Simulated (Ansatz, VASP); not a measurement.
Au in VASP and in Ansatz

```
CELL_PARAMETERS angstrom
4.90060 0.00000 0.00000
0.00000 5.32657 0.00000
-2.19819 0.00000 4.84587
ATOMIC_POSITIONS crystal
Au 0.00000 0.00000 0.00000
Au 0.00000 0.50000 0.50000
Au 0.42500 0.36000 0.26500
Au 0.57500 0.86000 0.23500
Au 0.57500 0.64000 0.73500
Au 0.42500 0.14000 0.76500
```

Alike in both runs: task single point; functional PBE; k mesh 4 × 4 × 4; occupations gaussian, width 0.1 eV; no spin polarisation.

|  | VASP | Ansatz |
| --- | --- | --- |
| version | VASP 6.6.1 | Ansatz 0.2.0 |
| potentials or method | VASP PAW PBE potentials, release 64 (Au), cutoff 520 eV | scalar-relativistic, plane waves, PAW |
| valence electrons in the cell | 66 | 114 |

Ansatz gave:

```
gap on the k mesh at the Fermi level (eV)                     : none
pressure (GPa)                                                : 2.2
traceless stress, the component that is largest in VASP (GPa) : 4.59
rms of the force components (eV/Å)                            : 0.372
```

**Question.** Which values does VASP return?

**Answer.** gap on the k mesh at the Fermi level (eV): none; pressure (GPa): 2.0; traceless stress, the component that is largest in VASP (GPa): 4.56; rms of the force components (eV/Å): 0.369.

Atom by atom the forces differ by 0.004 eV/Å (rms over components). A gap of «none» marks a metal or a gap that the smearing closes. VASP's potentials hold 66 valence electrons a cell and Ansatz's 114, so a difference there can come from the potentials and not from the codes.

Neither program's run includes spin-orbit coupling.
